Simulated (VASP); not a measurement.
# Ag (P6/mmm) in VASP: a series of runs

The runs below take Ag through single point, relaxation of cell and atoms, with PBE.

Program: VASP 6.6.1. These are calculated values, not measurements. Logs are shortened: lines on timing, memory, paths and dates and some standing lists are left out, and cuts for length are marked.

### Step 1. The cell of the first run

It takes space group P6/mmm (No. 191, hexagonal). The conventional cell has a = 5.566 Å, b = 5.566 Å, c = 2.764 Å, α = 90.00°, β = 90.00°, γ = 120.00°. Within 3.6 Å of Ag (site symmetry mmm) lie 10 Ag at 2.76 to 3.11 Å. Ag (site symmetry 6/mmm) has 14 Ag at 2.76 to 3.11 Å within 3.6 Å.

### Step 2. Single point, PBE

The input, INCAR:

```
  ALGO = Normal
  EDIFF = 1E-7
  ENCUT = 520
  GGA = PE
  ISIF = 2
  ISMEAR = 0
  LASPH = True
  LCHARG = False
  LREAL = False
  LWAVE = False
  NBANDS = 30
  NELM = 100
  PREC = Accurate
  SIGMA = 0.1
```

The input, KPOINTS:

```
k-points
0
Gamma
  6 6 6
```

The input, POSCAR:

```
Ag
1.0
    5.5657942195     -0.0000000031      0.0000000000
   -2.7828971070      4.8201191879      0.0000000000
    0.0000000000      0.0000000000      2.7637076617
Ag
4
Direct
    0.5000000000      0.0000000000      0.0000000000
    0.0000000000      0.5000000000      0.0000000000
    0.5000000000      0.5000000000      0.0000000000
    0.0000000000      0.0000000000      0.5000000000
```

Potentials or basis: VASP PAW PBE potentials, release 64 (Ag).

The run is started by

```bash
$ cat potpaw_PBE.64/Ag/POTCAR > POTCAR
$ mpirun -np 1 vasp_std > vasp.out
```

OUTCAR:

```text
EDIFF = 1E-7
   ENCUT = 520
   GGA = PE
   ISIF = 2
   ISMEAR = 0
   LASPH = True
   LREAL = False
   NELM = 100
   PREC = Accurate

 ion  position               nearest neighbor table
   1  0.500  0.000  0.000-   3 2.78   3 2.78   2 2.78   2 2.78   4 3.11   4 3.11   4 3.11   4 3.11

   2  0.000  0.500  0.000-   3 2.78   3 2.78   1 2.78   1 2.78   4 3.11   4 3.11   4 3.11   4 3.11

   3  0.500  0.500  0.000-   1 2.78   1 2.78   2 2.78   2 2.78   4 3.11   4 3.11   4 3.11   4 3.11

   4  0.000  0.000  0.500-   2 3.11   2 3.11   2 3.11   2 3.11   1 3.11   1 3.11   1 3.11   1 3.11
                             3 3.11   3 3.11   3 3.11   3 3.11

  LATTYP: Found a hexagonal cell.
 ALAT       =     5.5657942195
 C/A-ratio  =     0.4965522534

  Lattice vectors:

 A1 = (   5.5657942195,  -0.0000000031,   0.0000000000)
 A2 = (  -2.7828971070,   4.8201191879,   0.0000000000)
 A3 = (   0.0000000000,   0.0000000000,   2.7637076617)

Analysis of symmetry for initial positions (statically):
=====================================================================
 Subroutine PRICEL returns:
 Original cell was already a primitive cell.

 Routine SETGRP: Setting up the symmetry group for a
 hexagonal supercell.

 Subroutine GETGRP returns: Found 24 space group operations
 (whereof 24 operations were pure point group operations)
 out of a pool of 24 trial point group operations.

The static configuration has the point symmetry D_6h.

Analysis of symmetry for dynamics (positions and initial velocities):
=====================================================================
 Subroutine PRICEL returns:
 Original cell was already a primitive cell.

 Routine SETGRP: Setting up the symmetry group for a
 hexagonal supercell.

 Subroutine GETGRP returns: Found 24 space group operations
 (whereof 24 operations were pure point group operations)
 out of a pool of 24 trial point group operations.

The dynamic configuration has the point symmetry D_6h.

 Subroutine INISYM returns: Found 24 space group operations
 (whereof 24 operations are pure point group operations),
 and found     1 'primitive' translations

----------------------------------------------------------------------------------------

                                     Primitive cell

  volume of cell :      74.1442

  direct lattice vectors                    reciprocal lattice vectors
     5.565794219 -0.000000003  0.000000000     0.179668878  0.103731875  0.000000000
    -2.782897107  4.820119188  0.000000000     0.000000000  0.207463750  0.000000000
     0.000000000  0.000000000  2.763707662     0.000000000  0.000000000  0.361832770

  length of vectors
     5.565794219  5.565794219  2.763707662     0.207463750  0.207463750  0.361832770

  position of ions in fractional coordinates (direct lattice)
     0.500000000  0.000000000  0.000000000
     1.000000000  0.500000000  0.000000000
     0.500000000  0.500000000  0.000000000
     0.000000000  0.000000000  0.500000000

  ion indices of the primitive-cell ions
   primitive index   ion index
                 1           1
                 2           2
                 3           3
                 4           4

----------------------------------------------------------------------------------------

 KPOINTS: k-points

Automatic generation of k-mesh.
 Grid dimensions read from file:
 generate k-points for:    6    6    6

 Generating k-lattice:

  Cartesian coordinates                     Fractional coordinates (reciprocal lattice)
     0.029944813  0.017288646  0.000000000     0.166666667 -0.000000000  0.000000000
     0.000000000  0.034577292  0.000000000     0.000000000  0.166666667  0.000000000
     0.000000000  0.000000000  0.060305462     0.000000000  0.000000000  0.166666667

  Length of vectors
     0.034577292  0.034577292  0.060305462

  Shift w.r.t. Gamma in fractional coordinates (k-lattice)
     0.000000000  0.000000000  0.000000000

 Subroutine IBZKPT returns following result:
 ===========================================

 Found     28 irreducible k-points:

 Following reciprocal coordinates:
            Coordinates               Weight
  0.000000  0.000000  0.000000      1.000000
  0.166667 -0.000000  0.000000      6.000000
  0.333333 -0.000000  0.000000      6.000000
  0.500000 -0.000000  0.000000      3.000000
  0.166667  0.166667  0.000000      6.000000
  0.333333  0.166667  0.000000     12.000000
[... 16 lines left out ...]
  0.166667 -0.000000  0.500000      6.000000
  0.333333 -0.000000  0.500000      6.000000
 [... further k-points ...]
   k-points           NKPTS =     28   k-points in BZ     NKDIM =     28   number of bands    NBANDS=     30
   number of dos      NEDOS =    301   number of ions     NIONS =      4
   total plane-waves  NPLWV =  42336
   dimension x,y,z NGX =    42 NGY =   42 NGZ =   24
   dimension x,y,z NGXF=    84 NGYF=   84 NGZF=   48
   ions per type =               4
   NGX,Y,Z   is equivalent  to a cutoff of  12.55, 12.55, 14.44 a.u.
   NGXF,Y,Z  is equivalent  to a cutoff of  25.09, 25.09, 28.87 a.u.
 SYSTEM =  unknown system
   PREC   = accura    normal or accurate (medium, high low for compatibility)
   ISTART =      0    job   : 0-new  1-cont  2-samecut
   ICHARG =      2    charge: 1-file 2-atom 10-const
   ISPIN  =      1    spin polarized calculation?
   LNONCOLLINEAR =      F non collinear calculations
   LSORBIT =      F    spin-orbit coupling
   LASPH  =      T    aspherical Exc in radial PAW
   ENCUT  =  520.0 eV  38.22 Ry    6.18 a.u.  10.35 10.35  5.14*2*pi/ulx,y,z
   NELM   =    100;   NELMIN=  2; NELMDL= -5     # of ELM steps
   EDIFF  = 0.1E-06   stopping-criterion for ELM
   LREAL  =      F    real-space projection
   EDIFFG = 0.1E-05   stopping-criterion for IOM
   NSW    =      0    number of steps for IOM
   IBRION =     -1    ionic relax: 0-MD 1-quasi-New 2-CG
   NFREE  =      0    steps in history (QN), initial steepest desc. (CG)
   ISIF   =      2    stress and relaxation
   ISYM   =      2    0-nonsym 1-usesym 2-fastsym
   POTIM  = 0.5000    time-step for ionic-motion
   TEBEG  =    0.0;   TEEND  =   0.0 temperature during run
   PSTRESS=    0.0 pullay stress
   NELECT =      44.0000    total number of electrons
   NUPDOWN=      -1.0000    fix difference up-down
   EMIN   =  10.00;   EMAX   =-10.00  energy-range for DOS
   EFERMI =   0.00;   METHOD = LEGACY
   ISMEAR =     0;   SIGMA  =   0.10  broadening in eV -4-tet -1-fermi 0-gaus
   EFERMI_NEDOS =   21; number of points for ismear=-14 and -15
   IALGO  =     38    algorithm
   IMIX   =      4    mixing-type and parameters
     AMIX     =   0.40;   BMIX     =  1.00
     AMIX_MAG =   1.60;   BMIX_MAG =  1.00
  volume/ion in A,a.u.               =      18.54       125.09
  Fermi-wavevector in a.u.,A,eV,Ry     =   1.375731  2.599754 25.750856  1.892635
  Thomas-Fermi vector in A             =   2.501040
   LORBIT       =      0    0 simple, 1 ext, 2 COOP (PROOUT), +10 PAW based schemes
   GGA     = PE    functional components
   LHFCALC =     F    Hartree Fock is set to
   AEXX    =    0.0000 exact exchange contribution
   IVDW    =     0    specifies the selected vdW correction
   LEPSILON=     F    determine dielectric tensor
   LRPA    =     F    only Hartree local field effects (RPA)
 non-spin polarized calculation
 Gauss-broadening in eV      SIGMA  =   0.10
  energy-cutoff  :      520.00
  volume of cell :       74.14
 maximum number of plane-waves:      2045
 NGX is ok and might be reduce to    42
   NGX = 21   NGY = 21   NGZ = 11

 number of electron      43.9999983 magnetization

 Free energy of the ion-electron system (eV)
  ---------------------------------------------------
  ext. energy  EPLUGINS =         0.00000000
  ---------------------------------------------------
  free energy    TOTEN  =       -10.44800052 eV

  energy without entropy =      -10.44467458  energy(sigma->0) =      -10.44633755

 E-fermi :   7.4495     XC(G=0): -11.6979

 val. band max:        7.4194474406   @ k =   0.3333  -0.0000   0.0000
 cond. band min:       7.4542192683   @ k =   0.5000  -0.0000   0.0000
 fundamental gap:      0.0347718277
 Fermi energy:         7.4494810995

 k-point     1 :       0.0000    0.0000    0.0000
  band No.  band energies     occupation
      1       0.1489      2.00000
      2       1.0713      2.00000
      3       1.2879      2.00000
      4       1.4611      2.00000
      5       1.4611      2.00000
      6       1.9397      2.00000
[... 22 lines left out ...]
     29      19.8784      0.00000
     30      19.9097      0.00000

 k-point     2 :       0.1667   -0.0000    0.0000
  band No.  band energies     occupation
      1       0.3542      2.00000
      2       1.1798      2.00000
      3       1.3350      2.00000
      4       1.5302      2.00000
      5       1.5954      2.00000
      6       1.9074      2.00000
[... 22 lines left out ...]
     29      18.7786      0.00000
     30      20.2154      0.00000

 k-point     3 :       0.3333   -0.0000    0.0000
  band No.  band energies     occupation
      1       0.8982      2.00000
      2       1.4047      2.00000
      3       1.4617      2.00000
      4       1.7089      2.00000
      5       1.8722      2.00000
      6       1.9431      2.00000
[... 22 lines left out ...]
     29      16.6710      0.00000
     30      21.1273      0.00000

 k-point     4 :       0.5000   -0.0000    0.0000
  band No.  band energies     occupation
      1       1.3897      2.00000
      2       1.4142      2.00000
      3       1.5984      2.00000
      4       1.6228      2.00000
      5       1.9959      2.00000
      6       2.1471      2.00000
[... 616 lines left out ...]
     29      14.0943      0.00000
     30      15.5627      0.00000

 k-point    23 :       0.1667   -0.0000    0.5000
  band No.  band energies     occupation
      1       1.3468      2.00000
      2       1.6100      2.00000
      3       1.7928      2.00000
      4       1.9317      2.00000
      5       1.9381      2.00000
      6       2.1451      2.00000
[... 22 lines left out ...]
     29      15.5443      0.00000
     30      16.1729      0.00000

 k-point    24 :       0.3333   -0.0000    0.5000
  band No.  band energies     occupation
      1       1.4431      2.00000
      2       1.6362      2.00000
      3       1.7267      2.00000
      4       1.9270      2.00000
      5       2.0480      2.00000
      6       2.0691      2.00000
[... 22 lines left out ...]
     29      16.9519      0.00000
     30      17.3959      0.00000

 [... further k-points ...]
[... 5 lines left out ...]
  --------------------------------------------------------------------------------------
  -------------------------------------------------------------------------------------
  Total       -0.0226701     -0.0226701     -0.0751412     -0.0000000     -0.0000000      0.0000000
  in kB       -0.4898779     -0.4898779     -1.6237212     -0.0000000     -0.0000000      0.0000000
  external PRESSURE =      -0.8678257 kB  Pullay stress =       0.0000000 kB

 VOLUME and BASIS-vectors are now :
 -----------------------------------------------------------------------------
  energy-cutoff  :      520.00
  volume of cell :       74.14
      direct lattice vectors                 reciprocal lattice vectors
     5.565794219 -0.000000003  0.000000000     0.179668878  0.103731875  0.000000000
    -2.782897107  4.820119188  0.000000000     0.000000000  0.207463750  0.000000000
     0.000000000  0.000000000  2.763707662     0.000000000  0.000000000  0.361832770

 POSITION                                       TOTAL-FORCE (eV/Angst)
 -----------------------------------------------------------------------------------
      2.78290     -0.00000      0.00000        -0.000000      0.000000      0.000000
     -1.39145      2.41006      0.00000         0.000000      0.000000      0.000000
      1.39145      2.41006      0.00000         0.000000      0.000000      0.000000
      0.00000      0.00000      1.38185        -0.000000      0.000000      0.000000
 -----------------------------------------------------------------------------------
    total drift:                                0.000000      0.000000     -0.000000

  FREE ENERGIE OF THE ION-ELECTRON SYSTEM (eV)
  ---------------------------------------------------
  free  energy   TOTEN  =       -10.4480005213 eV

  energy  without entropy=      -10.4446745754  energy(sigma->0) =      -10.44633755
```

It took 32 s on 1 thread of Intel Xeon Platinum 8488C (Sapphire Rapids), shared host; peak memory 0.21 GiB.

What came out:

* Free energy: -10.4480 eV
* Pressure: -0.1 GPa
* Band gap on the k mesh: zero (band 22 reaches 10.35 eV, above the bottom of band 23 at 4.47 eV)

Caveat: the k points lie up to 0.38 Å⁻¹ apart.

### Step 3. Relaxation of cell and atoms, PBE

This run uses another cell than the first one, of 20.28 Å³/atom, 1.094 times its volume.

The input, INCAR:

```
SYSTEM = Ag
PREC = Accurate
ENCUT = 600
EDIFF = 1E-7
ISMEAR = 0
SIGMA = 0.1
LREAL = .FALSE.
LASPH = .TRUE.
NELM = 100
ALGO = Normal
ISIF = 3
LWAVE = .FALSE.
LCHARG = .FALSE.
GGA = PE
IBRION = 2
NSW = 90
EDIFFG = -0.04
```

The input, KPOINTS:

```
Automatic mesh
0
G
  6 6 6
  0 0 0
```

The input, POSCAR:

```
Ag
1.0
    5.1546311500      0.0000000000      0.0000000000
   -2.5773155700      4.4640415200      0.0000000000
    0.0000000000      0.0000000000      3.5260558000
Ag
4
Direct
    0.5000000000      0.0000000000      0.0000000000
    0.0000000000      0.5000000000      0.0000000000
    0.5000000000      0.5000000000      0.0000000000
    0.0000000000      0.0000000000      0.5000000000
```

Potentials or basis: VASP PAW PBE potentials, release 64 (Ag).

The run is started by

```bash
$ cat potpaw_PBE.64/Ag/POTCAR > POTCAR
$ mpirun -np 1 vasp_std > vasp.out
```

Wall time 5.4 min (1 thread of Intel Xeon Platinum 8488C (Sapphire Rapids), shared host); peak memory 0.25 GiB.

The run converged. Its results:

| Item | Value |
| --- | --- |
| Free energy | -10.4446 eV |
| Relaxed volume | 18.55 Å³/atom |
| Relaxed cell | a = 5.566 Å, b = 5.566 Å, c = 2.766 Å, α = 90.00°, β = 90.00°, γ = 120.00° |
| Space group after relaxing (to 0.05 Å) | P6/mmm (No. 191) |
| Energy gained by relaxing | 274.9 meV/atom |
| Ionic steps | 12 |
| Pressure after relaxing | -0.2 GPa |
| Band gap on the k mesh | zero (band 22 reaches 10.33 eV, above the bottom of band 23 at 4.46 eV) |

Stress tensor (GPa, compression positive):
```
-0.11  0.00  0.00
 0.00 -0.11  0.00
 0.00  0.00 -0.28
```

The path:
| step | energy change (eV) | largest force (eV/Å) | pressure (GPa) | volume (Å³) |
| --- | --- | --- | --- | --- |
| 1 | 0.0000 | 0.0000 | 4.25 | 81.14 |
| 2 | -0.5331 | 0.0000 | -5.50 | 87.14 |
| 3 | -0.5356 | 0.0000 | -5.76 | 87.38 |
| 4 | -0.9085 | 0.0000 | -3.82 | 79.95 |
| 5 | -1.0729 | 0.0000 | -0.97 | 74.94 |
| 6 | -0.0983 | 0.0000 | 21.07 | 64.94 |
| 7 | -1.0887 | 0.0000 | -0.10 | 74.11 |
| 8 | -1.0948 | 0.0000 | 1.10 | 73.13 |
| 9 | -1.0946 | 0.0000 | 0.72 | 73.41 |
| 10 | -1.0986 | 0.0000 | 0.18 | 73.95 |
| 11 | -1.0994 | 0.0000 | 0.31 | 73.80 |
| 12 | -1.0996 | 0.0000 | -0.16 | 74.21 |

Final structure:
```
Ag
1.0
     5.56645    0.00000    0.00000
    -2.78323    4.82069    0.00000
     0.00000    0.00000    2.76559
Ag
4
Direct
  0.50000 0.00000 0.00000
  0.00000 0.50000 0.00000
  0.50000 0.50000 0.00000
  0.00000 0.00000 0.50000
```

Levels at points of the mesh, in eV from the Fermi level:
```tsv
k point	band 19	band 20	band 21	band 22	band 23	band 24	band 25	band 26
(0.00, 0.00, 0.00)	-3.00	-3.00	-2.64	-0.23	-0.23	-0.20	2.99	3.28
(0.50, 0.00, 0.00)	-3.51	-3.47	-3.15	-3.12	-0.21	0.01	6.61	6.65
(0.00, 0.00, 0.50)	-2.41	-2.41	-0.49	0.56	4.14	5.27	5.27	6.41
(0.50, 0.00, 0.50)	-2.90	-2.44	0.70	0.74	2.32	2.44	3.70	4.15
```

[end of part 1 of 2]
